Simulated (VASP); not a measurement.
Set up this calculation in VASP 6.6.1, as the native input.

```yaml
Task: single point
Functional: r2SCAN
Potentials_or_basis: VASP PAW PBE potentials, release 64 (Mn_pv, S)
Cutoff: 520 eV
k_mesh: 6 × 6 × 4
Occupations: gaussian, width 0.1 eV
Spin: collinear spin, ferromagnetic start
Starting_moments: "[4.74, 4.74, 0.0, 0.0] μB"
Hubbard_terms: Mn d U = 3.9 eV
Dipole_correction: no
Further_INCAR_settings: ALGO = Normal; EDIFF = 1e-07; NBANDS = 31
```

The system is MnS.

```
Mn S
1.0
     4.06484    0.00000    0.00000
    -2.03242    3.52025    0.00000
     0.00000    0.00000    6.57108
Mn S
2 2
Direct
  0.33333 0.66667 0.00414
  0.66667 0.33333 0.50414
  0.33333 0.66667 0.38229
  0.66667 0.33333 0.88229
```

The input as run:

POSCAR

```
MnS
1.0
    4.0648403046      0.0000000000      0.0000000000
   -2.0324201523      3.5202549661      0.0000000000
    0.0000000000      0.0000000000      6.5710786282
Mn S
2 2
Direct
    0.3333333333      0.6666666667      0.0041422798
    0.6666666667      0.3333333333      0.5041422798
    0.3333333333      0.6666666667      0.3822877202
    0.6666666667      0.3333333333      0.8822877202
```

INCAR.step1

```
  PREC = Accurate
  ENCUT = 520
  ISMEAR = 0
  SIGMA = 0.1
  LREAL = False
  LASPH = True
  NELM = 150
  ISPIN = 2
  MAGMOM = 4.74 4.74 0 0
  LMAXMIX = 4
  LDAU = True
  LDAUTYPE = 2
  LDAUL = 2 -1
  LDAUU = 3.9 0
  LDAUJ = 0 0
  NBANDS = 31
  GGA = PE
  ALGO = Normal
  EDIFF = 1E-4
  LWAVE = True
  LCHARG = False
```

INCAR.step2

```
  PREC = Accurate
  ENCUT = 520
  EDIFF = 1E-7
  ISMEAR = 0
  SIGMA = 0.1
  LREAL = False
  LASPH = True
  NELM = 150
  ALGO = Normal
  ISIF = 2
  LWAVE = False
  LCHARG = False
  ISPIN = 2
  MAGMOM = 4.74 4.74 0 0
  LORBIT = 11
  LMAXMIX = 4
  LDAU = True
  LDAUTYPE = 2
  LDAUL = 2 -1
  LDAUU = 3.9 0
  LDAUJ = 0 0
  LDAUPRINT = 1
  METAGGA = R2SCAN
  LMIXTAU = True
  NBANDS = 31
  ISTART = 1
```

KPOINTS

```
Automatic mesh
0
Gamma
  6 6 4
```

Potentials or basis: VASP PAW PBE potentials, release 64 (Mn_pv, S).

Launch:

```sh
$ cat potpaw_PBE.64/Mn_pv/POTCAR potpaw_PBE.64/S/POTCAR > POTCAR
$ cp INCAR.step1 INCAR
$ mpirun -np 1 vasp_std > vasp.out
$ cp INCAR.step2 INCAR
$ mpirun -np 1 vasp_std > vasp.out
```

It gave:

The pressure is 0.1 GPa, the largest force is 0.015 eV/Å and the band gap on the k mesh is 1.84 eV. The net moment is 10.00 μB per cell. The site moments are Mn +4.65; S +0.01 μB. The valence electrons inside the program's atomic spheres are Mn 11.30; S 3.80.

Caveat: the PAW data sets were made with another functional, which shifts forces and pressure a little; only a ferromagnetic start was run, and an antiferromagnetic order may lie lower in energy.

Run time: 7.4 min on 1 thread of Intel Xeon 8259CL (shared host), peak memory 0.31 GiB.
